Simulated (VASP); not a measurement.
# Al2Ru (I4/mmm) in VASP: notebook, part 2 of 2

VASP 6.6.1.

## (3) Single point, r2SCAN

This run uses another cell than the first one, of 11.41 Å³/atom.

POSCAR reads:

```
Al2Ru
1.0
   -1.4685488031      1.4685488031      3.9689434501
    1.4685488031     -1.4685488031      3.9689434501
    1.4685488031      1.4685488031     -3.9689434501
Al Ru
2 1
Direct
    0.6621778729      0.6621778729      0.0000000000
    0.3378221271      0.3378221271      0.0000000000
    0.0000000000      0.0000000000      0.0000000000
```

INCAR.step1 reads:

```
PREC     = Accurate       # precision mode
ENCUT    = 520            # plane-wave cutoff, eV
ISMEAR   = 0              # smearing method
SIGMA    = 0.1            # smearing width, eV
LREAL    = False          # projectors in reciprocal space
LASPH    = True           # aspherical terms in the spheres
NELM     = 80             # most SCF steps
NBANDS   = 17             # bands
GGA      = PE             # functional
ALGO     = Normal         # electronic algorithm
EDIFF    = 1E-4           # SCF threshold, eV
LWAVE    = True           # write WAVECAR
LCHARG   = False          # write CHGCAR
```

INCAR.step2 reads:

```
PREC     = Accurate       # precision mode
ENCUT    = 520            # plane-wave cutoff, eV
EDIFF    = 1E-7           # SCF threshold, eV
ISMEAR   = 0              # smearing method
SIGMA    = 0.1            # smearing width, eV
LREAL    = False          # projectors in reciprocal space
LASPH    = True           # aspherical terms in the spheres
NELM     = 80             # most SCF steps
ALGO     = Normal         # electronic algorithm
ISIF     = 2              # what is computed and relaxed
LWAVE    = False          # write WAVECAR
LCHARG   = False          # write CHGCAR
METAGGA  = R2SCAN         # meta-GGA
LMIXTAU  = True         
NBANDS   = 17             # bands
ISTART   = 1
```

KPOINTS reads:

```
Automatic mesh
0
Gamma
  20 20 20
```

Potentials or basis: VASP PAW PBE potentials, release 64 (Al, Ru_pv).

Run with:

```bash
cat potpaw_PBE.64/Al/POTCAR potpaw_PBE.64/Ru_pv/POTCAR > POTCAR
cp INCAR.step1 INCAR
mpirun -np 1 vasp_std > vasp.out
cp INCAR.step2 INCAR
mpirun -np 1 vasp_std > vasp.out
```

OUTCAR:

```text
PREC = Accurate
   ENCUT = 520
   EDIFF = 1E-7
   ISMEAR = 0
   LREAL = False
   LASPH = True
   NELM = 80
   ISIF = 2
   METAGGA = R2SCAN
   ISTART = 1

 ion  position               nearest neighbor table
   1  0.662  0.662  0.000-   3 2.44   3 2.44   3 2.44   3 2.44   2 2.50   2 2.50   2 2.50   2 2.50
                             2 2.57   3 2.68
   2  0.338  0.338  0.000-   3 2.44   3 2.44   3 2.44   3 2.44   1 2.50   1 2.50   1 2.50   1 2.50
                             1 2.57   3 2.68
   3  0.000  0.000  0.000-   1 2.44   1 2.44   2 2.44   1 2.44   2 2.44   2 2.44   1 2.44   2 2.44
                             1 2.68   2 2.68

  LATTYP: Found a body centered tetragonal cell.
 ALAT       =     2.9370976062
 C/A-ratio  =     2.7026295903

  Lattice vectors:

 A1 = (  -1.4685488031,   1.4685488031,   3.9689434501)
 A2 = (   1.4685488031,  -1.4685488031,   3.9689434501)
 A3 = (   1.4685488031,   1.4685488031,  -3.9689434501)

Analysis of symmetry for initial positions (statically):
=====================================================================
 Subroutine PRICEL returns:
 Original cell was already a primitive cell.

[... 172 lines left out ...]
 E-fermi :  13.2692     XC(G=0): -13.8160

 val. band max:       13.2652980489   @ k =  -0.2000   0.2000   0.0000
 cond. band min:      13.2926942326   @ k =   0.5000   0.5000   0.2000
 fundamental gap:      0.0273961837
 Fermi energy:        13.2692208308

 k-point     1 :       0.0000    0.0000    0.0000
  band No.  band energies     occupation
      1     -30.9651      2.00000
      2     -30.9510      2.00000
      3     -30.9510      2.00000
      4       0.3517      2.00000
      5       6.4117      2.00000
      6       8.2850      2.00000
[... 457 lines left out ...]
      4       2.8795      2.00000
      5       6.8659      2.00000
      6       7.9977      2.00000
[... 9 lines left out ...]
     16      22.8914      0.00000
     17      24.7225      0.00000

 [... further k-points ...]

------------------------ aborting loop because EDIFF is reached ----------------------------------------

  FORCE on cell =-STRESS in cart. coord.  units (eV):
  Direction    XX          YY          ZZ          XY          YZ          ZX
  --------------------------------------------------------------------------------------
  -------------------------------------------------------------------------------------
  Total       10.7300758     10.7300758     10.6920251      0.0000000     -0.0000000      0.0000000
  in kB      502.1132746    502.1132746    500.3326948      0.0000000     -0.0000000      0.0000000
  external PRESSURE =     501.5197480 kB  Pullay stress =       0.0000000 kB

 VOLUME and BASIS-vectors are now :
 -----------------------------------------------------------------------------
  energy-cutoff  :      520.00
  volume of cell :       34.24
      direct lattice vectors                 reciprocal lattice vectors
    -1.468548803  1.468548803  3.968943450     0.000000000  0.340472172  0.125978111
     1.468548803 -1.468548803  3.968943450     0.340472172  0.000000000  0.125978111
     1.468548803  1.468548803 -3.968943450     0.340472172  0.340472172  0.000000000

 POSITION                                       TOTAL-FORCE (eV/Angst)
 -----------------------------------------------------------------------------------
      0.00000      0.00000      5.25629         0.000000      0.000000      0.019401
      0.00000      0.00000      2.68159        -0.000000     -0.000000     -0.019401
      0.00000      0.00000      0.00000        -0.000000     -0.000000      0.000000
 -----------------------------------------------------------------------------------
    total drift:                                0.000000     -0.000000      0.000000

  FREE ENERGIE OF THE ION-ELECTRON SYSTEM (eV)
  ---------------------------------------------------
  free  energy   TOTEN  =       -40.2544482352 eV

  energy  without entropy=      -40.2539824205  energy(sigma->0) =      -40.25421533
```

OSZICAR.step1:

```text
N       E                     dE             d eps       ncg     rms          rms(c)
DAV:   1     0.130675577728E+03    0.13068E+03   -0.10744E+04 21898   0.112E+03
DAV:   2    -0.159741852821E+02   -0.14665E+03   -0.14267E+03 24503   0.302E+02
DAV:   3    -0.185431757839E+02   -0.25690E+01   -0.25571E+01 27434   0.411E+01
DAV:   4    -0.185632633948E+02   -0.20088E-01   -0.20081E-01 25999   0.374E+00
DAV:   5    -0.185636692060E+02   -0.40581E-03   -0.40579E-03 28536   0.491E-01    0.186E+01
DAV:   6    -0.178460583330E+02    0.71761E+00   -0.52107E+00 23114   0.209E+01    0.353E+00
DAV:   7    -0.176682829421E+02    0.17778E+00   -0.83761E-01 22939   0.857E+00    0.389E+00
DAV:   8    -0.176232071694E+02    0.45076E-01   -0.78842E-02 25210   0.274E+00    0.393E-01
DAV:   9    -0.176217269487E+02    0.14802E-02   -0.20002E-03 28971   0.336E-01    0.250E-01
DAV:  10    -0.176216145967E+02    0.11235E-03   -0.32547E-04 25557   0.153E-01    0.626E-02
DAV:  11    -0.176216038928E+02    0.10704E-04   -0.52392E-05 14319   0.675E-02
   1 F= -.17621604E+02 E0= -.17621198E+02  d E =-.812341E-03
```

Wall time 17 min (1 thread of Intel Xeon 6975P-C (Granite Rapids), shared host); peak memory 0.5 GiB.

What came out:

| Item | Value |
| --- | --- |
| Free energy | -40.2544 eV |
| Pressure | 50.2 GPa |
| Largest force | 0.019 eV/Å |
| Band gap on the k mesh | zero (bands 10 and 11 overlap by 0.04 eV) |

Forces on the atoms (eV/Å):
```
Al   0.000  0.000  0.019
Al   0.000  0.000 -0.019
Ru   0.000  0.000  0.000
```

Levels at points of the mesh, in eV from the Fermi level:
```tsv
k point	band 7	band 8	band 9	band 10	band 11	band 12	band 13	band 14
(0.00, 0.00, 0.00)	-2.61	-2.61	-2.10	-1.22	3.35	4.24	7.45	7.45
(0.50, 0.00, 0.00)	-3.89	-3.32	-3.26	-1.94	1.09	4.21	5.58	8.09
(0.50, 0.50, 0.00)	-4.39	-4.01	-1.16	-0.31	0.74	2.24	2.83	5.28
(0.50, 0.50, 0.50)	-3.59	-2.05	-2.05	-1.18	3.88	3.88	6.56	7.87
```

Caveat: the cell stands under pressure; the PAW data sets were made with another functional, which shifts forces and pressure a little.
